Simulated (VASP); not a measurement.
Wanted: the native input for a VASP 6.6.1 run.

```yaml
Task: single point
Functional: PBEsol
Potentials_or_basis: VASP PAW PBE potentials, release 64 (Ru_pv)
Cutoff: 520 eV
k_mesh: 22 × 22 × 12
Occupations: fermi-dirac, width 0.1 eV
Spin: no spin polarisation
Dipole_correction: no
Further_INCAR_settings: ALGO = Normal; EDIFF = 1e-07; NBANDS = 21
```

The structure of Ru lies in POSCAR:

```
Ru
1.0
    2.7969622711      0.0000000000      0.0000000000
   -1.3984811355      2.4222403802      0.0000000000
    0.0000000000      0.0000000000      4.4066234520
Ru
2
Direct
    0.3333333333      0.6666666667      0.2500000000
    0.6666666667      0.3333333333      0.7500000000
```

One way to write it, as run:

INCAR

```
SYSTEM = Ru
  ALGO = Normal
  EDIFF = 1E-7
  ENCUT = 520
  GGA = PS
  ISIF = 2
  ISMEAR = -1
  LASPH = .True.
  LCHARG = .False.
  LREAL = .False.
  LWAVE = .False.
  NBANDS = 21
  NELM = 100
  PREC = Accurate
  SIGMA = 0.1
```

KPOINTS

```
k-points
0
Gamma
  22 22 12
  0 0 0
```

Potentials or basis: VASP PAW PBE potentials, release 64 (Ru_pv).

Run with:

```sh
$ cat potpaw_PBE.64/Ru_pv/POTCAR > POTCAR
$ mpirun -np 1 vasp_std > vasp.out
```

It gave:

The pressure is -29.9 GPa. The band gap on the k mesh is zero (bands 14 and 15 overlap by 2.75 eV).

Caveat: the cell stands under tension; the PAW data sets were made with another functional, which shifts forces and pressure a little.

Run time: 4.4 min on 1 thread of Intel Xeon 8259CL, on a shared host, peak memory 0.3 GiB.
